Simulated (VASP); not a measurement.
# CdSe in VASP: a series of runs

The runs below take CdSe through single point, with r2SCAN, PBEsol.

Program: VASP 6.6.1. These are calculated values, not measurements. Logs are shortened: lines on timing, memory, paths and dates and some standing lists are left out, and cuts for length are marked.

### Step 1. The cell of the first run

The cell holds layers of an interface, 6 atoms: a = 4.299 Å, b = 4.299 Å, c = 10.531 Å, α = 90.00°, β = 90.00°, γ = 120.00°.

### Step 2. Single point, r2SCAN

POSCAR reads:

```
CdSe
1.0
    3.0400000000     -3.0400000000      0.0000000000
    0.0000000000      3.0400000000     -3.0400000000
    6.0800000000      6.0800000000      6.0800000000
Cd Se
3 3
Direct
    0.0000000000      0.0000000000      0.0000000000
    0.3333330000      0.6666670000      0.3333330000
    0.6666670000      0.3333330000      0.6666670000
    0.0000000000      0.0000000000      0.2500000000
    0.3333330000      0.6666670000      0.5833330000
    0.6666670000      0.3333330000      0.9166670000
```

INCAR.step1 reads:

```
PREC     = Accurate       # precision mode
ENCUT    = 440            # plane-wave cutoff, eV
ISMEAR   = -1             # smearing method
SIGMA    = 0.05           # smearing width, eV
LREAL    = F              # projectors in reciprocal space
LASPH    = T              # aspherical terms in the spheres
NELM     = 120            # most SCF steps
NBANDS   = 36             # bands
GGA      = PE             # functional
ALGO     = Normal         # electronic algorithm
EDIFF    = 1E-5           # SCF threshold, eV
LWAVE    = T              # write WAVECAR
LCHARG   = F              # write CHGCAR
GGA_COMPAT= F
```

INCAR.step2 reads:

```
PREC     = Accurate       # precision mode
ENCUT    = 440            # plane-wave cutoff, eV
EDIFF    = 1E-6           # SCF threshold, eV
ISMEAR   = -1             # smearing method
SIGMA    = 0.05           # smearing width, eV
LREAL    = F              # projectors in reciprocal space
LASPH    = T              # aspherical terms in the spheres
NELM     = 120            # most SCF steps
ALGO     = Normal         # electronic algorithm
ISIF     = 2              # what is computed and relaxed
LWAVE    = F              # write WAVECAR
LCHARG   = F              # write CHGCAR
METAGGA  = R2SCAN         # meta-GGA
LMIXTAU  = T            
NBANDS   = 36             # bands
ISTART   = 1            
GGA_COMPAT= F
```

KPOINTS reads:

```
Automatic mesh
0
Gamma
  4 4 2
```

Potentials or basis: VASP PAW PBE potentials, release 64 (Cd, Se).

Launch:

```bash
$ cat potpaw_PBE.64/Cd/POTCAR potpaw_PBE.64/Se/POTCAR > POTCAR
$ cp INCAR.step1 INCAR
$ mpirun -np 1 vasp_std > vasp.out
$ cp INCAR.step2 INCAR
$ mpirun -np 1 vasp_std > vasp.out
```

OUTCAR:

```text
PREC = Accurate
   ENCUT = 440
   EDIFF = 1E-6
   ISMEAR = -1
   LREAL = F
   LASPH = T
   NELM = 120
   ISIF = 2
   METAGGA = R2SCAN
   ISTART = 1

 ion  position               nearest neighbor table
   1  0.000  0.000  0.000-   6 2.63   4 2.63   6 2.63   6 2.63
   2  0.333  0.667  0.333-   4 2.63   5 2.63   4 2.63   4 2.63
   3  0.667  0.333  0.667-   6 2.63   5 2.63   5 2.63   5 2.63
   4  0.000  0.000  0.250-   2 2.63   1 2.63   2 2.63   2 2.63
   5  0.333  0.667  0.583-   2 2.63   3 2.63   3 2.63   3 2.63
   6  0.667  0.333  0.917-   1 2.63   3 2.63   1 2.63   1 2.63

  LATTYP: Found a hexagonal cell.
 ALAT       =     4.2992092296
 C/A-ratio  =     2.4494897428

  Lattice vectors:

 A1 = (   3.0400000000,  -3.0400000000,   0.0000000000)
 A2 = (   0.0000000000,   3.0400000000,  -3.0400000000)
 A3 = (   6.0800000000,   6.0800000000,   6.0800000000)

Analysis of symmetry for initial positions (statically):
=====================================================================
 Subroutine PRICEL returns following result:

  LATTYP: Found a face centered cubic cell.
 ALAT       =     6.0799939200

  Lattice vectors:

 A1 = (   3.0399969600,   0.0000000000,   3.0399969600)
 A2 = (   3.0399969600,   3.0400000000,  -0.0000030400)
 A3 = (   0.0000060800,   3.0400000000,   3.0400060800)

   3 primitive cells build up your supercell.

 Routine SETGRP: Setting up the symmetry group for a
 hexagonal supercell.

 Subroutine GETGRP returns: Found  6 space group operations
 (whereof  6 operations were pure point group operations)
 out of a pool of 24 trial point group operations.

The static configuration has the point symmetry C_3v.

Analysis of symmetry for dynamics (positions and initial velocities):
=====================================================================
 Subroutine PRICEL returns following result:

  LATTYP: Found a face centered cubic cell.
 ALAT       =     6.0799939200

  Lattice vectors:

 A1 = (   3.0399969600,   0.0000000000,   3.0399969600)
 A2 = (   3.0399969600,   3.0400000000,  -0.0000030400)
 A3 = (   0.0000060800,   3.0400000000,   3.0400060800)

   3 primitive cells build up your supercell.

 Routine SETGRP: Setting up the symmetry group for a
 hexagonal supercell.

 Subroutine GETGRP returns: Found  6 space group operations
 (whereof  6 operations were pure point group operations)
 out of a pool of 24 trial point group operations.

The dynamic configuration has the point symmetry C_3v.

 Subroutine INISYM returns: Found  6 space group operations
 (whereof  6 operations are pure point group operations),
 and found     3 'primitive' translations

----------------------------------------------------------------------------------------

                                     Primitive cell

  volume of cell :      56.1889

  direct lattice vectors                    reciprocal lattice vectors
     3.039996960  0.000000000  3.039996960     0.164474342 -0.164474013  0.164473355
     3.039996960  3.040000000 -0.000003040     0.164473684  0.164473684 -0.164473684
     0.000006080  3.040000000  3.040006080    -0.164473684  0.164473684  0.164473684

  length of vectors
     4.299204930  4.299207080  4.299213529     0.284877157  0.284876778  0.284876778

  position of ions in fractional coordinates (direct lattice)
     0.000000000  0.000000000  0.000000000
     0.250000000  0.250000000  0.250000000

  ion indices of the primitive-cell ions
   primitive index   ion index
                 1           1
                 2           4

----------------------------------------------------------------------------------------

 KPOINTS: Automatic mesh

Automatic generation of k-mesh.
 Grid dimensions read from file:
 generate k-points for:    4    4    2

 Generating k-lattice:

  Cartesian coordinates                     Fractional coordinates (reciprocal lattice)
     0.054824561 -0.027412281 -0.027412281     0.250000000  0.000000000  0.000000000
     0.027412281  0.027412281 -0.054824561     0.000000000  0.250000000  0.000000000
     0.027412281  0.027412281  0.027412281     0.000000000  0.000000000  0.500000000

  Length of vectors
     0.067146100  0.067146100  0.047479463

  Shift w.r.t. Gamma in fractional coordinates (k-lattice)
     0.000000000  0.000000000  0.000000000

 Subroutine IBZKPT returns following result:
 ===========================================

 Found      8 irreducible k-points:

 Following reciprocal coordinates:
            Coordinates               Weight
  0.000000  0.000000  0.000000      1.000000
  0.250000  0.000000  0.000000      6.000000
  0.500000  0.000000  0.000000      3.000000
  0.250000  0.250000  0.000000      6.000000
  0.000000  0.000000  0.500000      1.000000
  0.250000  0.000000  0.500000      6.000000
  0.500000  0.000000  0.500000      3.000000
  0.250000  0.250000  0.500000      6.000000
   k-points           NKPTS =      8   k-points in BZ     NKDIM =      8   number of bands    NBANDS=     36
   number of dos      NEDOS =    301   number of ions     NIONS =      6
   total plane-waves  NPLWV =  64800
   dimension x,y,z NGX =    30 NGY =   30 NGZ =   72
   dimension x,y,z NGXF=    60 NGYF=   60 NGZF=  144
   ions per type =               3   3
   NGX,Y,Z   is equivalent  to a cutoff of  11.60, 11.60, 11.37 a.u.
   NGXF,Y,Z  is equivalent  to a cutoff of  23.20, 23.20, 22.73 a.u.
 SYSTEM =  unknown system
   PREC   = accura    normal or accurate (medium, high low for compatibility)
   ISTART =      1    job   : 0-new  1-cont  2-samecut
   ICHARG =      0    charge: 1-file 2-atom 10-const
   ISPIN  =      1    spin polarized calculation?
   LNONCOLLINEAR =      F non collinear calculations
   LSORBIT =      F    spin-orbit coupling
   LASPH  =      T    aspherical Exc in radial PAW
   ENCUT  =  440.0 eV  32.34 Ry    5.69 a.u.   7.35  7.35 18.01*2*pi/ulx,y,z
   NELM   =    120;   NELMIN=  2; NELMDL=  0     # of ELM steps
   EDIFF  = 0.1E-05   stopping-criterion for ELM
   LREAL  =      F    real-space projection
   EDIFFG = 0.1E-04   stopping-criterion for IOM
   NSW    =      0    number of steps for IOM
   IBRION =     -1    ionic relax: 0-MD 1-quasi-New 2-CG
   NFREE  =      0    steps in history (QN), initial steepest desc. (CG)
   ISIF   =      2    stress and relaxation
   ISYM   =      2    0-nonsym 1-usesym 2-fastsym
   POTIM  = 0.5000    time-step for ionic-motion
   TEBEG  =    0.0;   TEEND  =   0.0 temperature during run
   PSTRESS=    0.0 pullay stress
   NELECT =      54.0000    total number of electrons
   NUPDOWN=      -1.0000    fix difference up-down
   EMIN   =  10.00;   EMAX   =-10.00  energy-range for DOS
   EFERMI =   0.00;   METHOD = LEGACY
   ISMEAR =    -1;   SIGMA  =   0.05  broadening in eV -4-tet -1-fermi 0-gaus
   EFERMI_NEDOS =   21; number of points for ismear=-14 and -15
   IALGO  =     38    algorithm
   IMIX   =      4    mixing-type and parameters
     AMIX     =   0.40;   BMIX     =  1.00
     AMIX_MAG =   1.60;   BMIX_MAG =  1.00
  volume/ion in A,a.u.               =      28.09       189.59
  Fermi-wavevector in a.u.,A,eV,Ry     =   1.120165  2.116805 17.072184  1.254770
  Thomas-Fermi vector in A             =   2.256810
   LORBIT       =      0    0 simple, 1 ext, 2 COOP (PROOUT), +10 PAW based schemes
   METAGGA = R2SCAN    functional components
   LHFCALC =     F    Hartree Fock is set to
   AEXX    =    0.0000 exact exchange contribution
   IVDW    =     0    specifies the selected vdW correction
   LEPSILON=     F    determine dielectric tensor
   LRPA    =     F    only Hartree local field effects (RPA)
 non-spin polarized calculation
  energy-cutoff  :      440.00
  volume of cell :      168.57
 maximum number of plane-waves:      3595
 NGX is ok and might be reduce to    30
   NGX = 15   NGY = 15   NGZ = 37

 number of electron      54.0000008 magnetization

 Free energy of the ion-electron system (eV)
  ---------------------------------------------------
  ext. energy  EPLUGINS =         0.00000000
  ---------------------------------------------------
  free energy    TOTEN  =      -107.65225855 eV

  energy without entropy =     -107.65225597  energy(sigma->0) =     -107.65225726

 E-fermi :   1.2336     XC(G=0):  -9.4297

 val. band max:        0.6648477282   @ k =   0.0000   0.0000   0.0000
 cond. band min:       1.7468737246   @ k =   0.0000   0.0000   0.0000
 fundamental gap:      1.0820259964
 Fermi energy:         1.2335669310

 k-point     1 :       0.0000    0.0000    0.0000
  band No.  band energies     occupation
      1     -12.3602      2.00000
      2     -12.0747      2.00000
      3     -12.0745      2.00000
      4      -7.5181      2.00000
      5      -7.5169      2.00000
      6      -7.5169      2.00000
[... 28 lines left out ...]
     35       7.6737      0.00000
     36       7.6738      0.00000

 k-point     2 :       0.2500    0.0000    0.0000
  band No.  band energies     occupation
      1     -12.1858      2.00000
      2     -11.9818      2.00000
      3     -11.9679      2.00000
      4      -7.4641      2.00000
      5      -7.4498      2.00000
      6      -7.3861      2.00000
[... 28 lines left out ...]
     35       7.6911      0.00000
     36       7.8967      0.00000

 k-point     3 :       0.5000    0.0000    0.0000
  band No.  band energies     occupation
      1     -11.9494      2.00000
      2     -11.9492      2.00000
      3     -11.8581      2.00000
      4      -7.3950      2.00000
      5      -7.3948      2.00000
      6      -7.3709      2.00000
[... 28 lines left out ...]
     35       8.3321      0.00000
     36       8.4066      0.00000
[... 118 lines left out ...]
 k-point     7 :       0.5000    0.0000    0.5000
  band No.  band energies     occupation
      1     -11.9783      2.00000
      2     -11.8893      2.00000
      3     -11.8891      2.00000
      4      -7.4164      2.00000
      5      -7.4158      2.00000
      6      -7.3312      2.00000
[... 28 lines left out ...]
     35       8.4837      0.00000
     36       9.0065      0.00000

 k-point     8 :       0.2500    0.2500    0.5000
  band No.  band energies     occupation
      1     -11.9506      2.00000
      2     -11.9504      2.00000
      3     -11.8590      2.00000
      4      -7.3786      2.00000
      5      -7.3785      2.00000
      6      -7.3531      2.00000
[... 28 lines left out ...]
     35       7.7062      0.00000
     36       7.7265      0.00000

------------------------ aborting loop because EDIFF is reached ----------------------------------------

  FORCE on cell =-STRESS in cart. coord.  units (eV):
  Direction    XX          YY          ZZ          XY          YZ          ZX
  --------------------------------------------------------------------------------------
  -------------------------------------------------------------------------------------
  Total        1.7144105      1.7144105      1.7144105     -0.0955527     -0.0955527     -0.0955527
  in kB       16.2949641     16.2949641     16.2949641     -0.9081997     -0.9081997     -0.9081997
  external PRESSURE =      16.2949641 kB  Pullay stress =       0.0000000 kB

 VOLUME and BASIS-vectors are now :
 -----------------------------------------------------------------------------
  energy-cutoff  :      440.00
  volume of cell :      168.57
      direct lattice vectors                 reciprocal lattice vectors
     3.040000000 -3.040000000  0.000000000     0.219298246 -0.109649123 -0.109649123
     0.000000000  3.040000000 -3.040000000     0.109649123  0.109649123 -0.219298246
     6.080000000  6.080000000  6.080000000     0.054824561  0.054824561  0.054824561

 POSITION                                       TOTAL-FORCE (eV/Angst)
 -----------------------------------------------------------------------------------
      0.00000      0.00000      0.00000         0.007490      0.007490      0.007490
      3.04000      3.04000     -0.00000         0.007490      0.007490      0.007490
      6.08000      3.04000      3.04000         0.007490      0.007490      0.007490
      1.52000      1.52000      1.52000        -0.007490     -0.007490     -0.007490
      4.56000      4.56000      1.52000        -0.007490     -0.007490     -0.007490
      7.60000      4.56000      4.56000        -0.007490     -0.007490     -0.007490
 -----------------------------------------------------------------------------------
    total drift:                               -0.006367     -0.006367     -0.006367

  FREE ENERGIE OF THE ION-ELECTRON SYSTEM (eV)
  ---------------------------------------------------
  free  energy   TOTEN  =      -107.6522585512 eV

  energy  without entropy=     -107.6522559705  energy(sigma->0) =     -107.65225726
```

Run time: 2.8 min. Hardware: 1 thread of Intel Xeon Platinum 8488C (Sapphire Rapids), shared host; peak memory 0.27 GiB.

Results:

```yaml
Free_energy: -107.6523 eV
Pressure: 1.6 GPa
Largest_force: 0.013 eV/Å
Band_gap_on_the_k_mesh: 1.08 eV
```

Forces in eV/Å, atoms in the order of the input:
```
Cd   0.007  0.007  0.007
Cd   0.007  0.007  0.007
Cd   0.007  0.007  0.007
Se  -0.007 -0.007 -0.007
Se  -0.007 -0.007 -0.007
Se  -0.007 -0.007 -0.007
```

Caveat: the k points lie up to 0.42 Å⁻¹ apart; the PAW data sets were made with another functional, which shifts forces and pressure a little.

### Step 3. Single point, PBEsol

INCAR reads:

```
ALGO = Normal
EDIFF = 1E-6
ENCUT = 400
GGA = PS
GGA_COMPAT = False
ISIF = 2
ISMEAR = -1
LASPH = True
LCHARG = False
LREAL = False
LWAVE = False
NBANDS = 36
NELM = 120
PREC = Accurate
SIGMA = 0.05
```

KPOINTS reads:

```
k-points
0
Gamma
  6 6 3
```

POSCAR reads:

```
CdSe
1.0
    3.0400000000     -3.0400000000      0.0000000000
    0.0000000000      3.0400000000     -3.0400000000
    6.0800000000      6.0800000000      6.0800000000
Cd Se
3 3
Direct
    0.0000000000      0.0000000000      0.0000000000
    0.3333333000      0.6666667000      0.3333333000
    0.6666667000      0.3333333000      0.6666667000
    0.0000000000      0.0000000000      0.2500000000
    0.3333333000      0.6666667000      0.5833333000
    0.6666667000      0.3333333000      0.9166667000
```

Potentials or basis: VASP PAW PBE potentials, release 64 (Cd, Se).

Launch:

```bash
$ cat potpaw_PBE.64/Cd/POTCAR potpaw_PBE.64/Se/POTCAR > POTCAR
$ mpirun -np 1 vasp_std > vasp.out
```

Run time: 60 s. Hardware: 1 thread of Intel Xeon Platinum 8488C (Sapphire Rapids), shared host; peak memory 0.24 GiB.

Results (log left out):

* Free energy: -18.5195 eV
* Pressure: 0.0 GPa
* Band gap on the k mesh: 0.48 eV

Levels at points of the mesh, in eV from the valence-band top:
| k point | band 24 | band 25 | band 26 | band 27 | band 28 | band 29 | band 30 | band 31 |
| --- | --- | --- | --- | --- | --- | --- | --- | --- |
| (0.00, 0.00, 0.00) | -0.59 | 0.00 | 0.00 | 0.00 | 0.48 | 2.31 | 2.31 | 5.85 |
| (0.50, 0.00, 0.00) | -1.60 | -1.60 | -1.08 | -1.08 | 3.00 | 3.28 | 3.28 | 3.67 |

Caveat: the PAW data sets were made with another functional, which shifts forces and pressure a little.
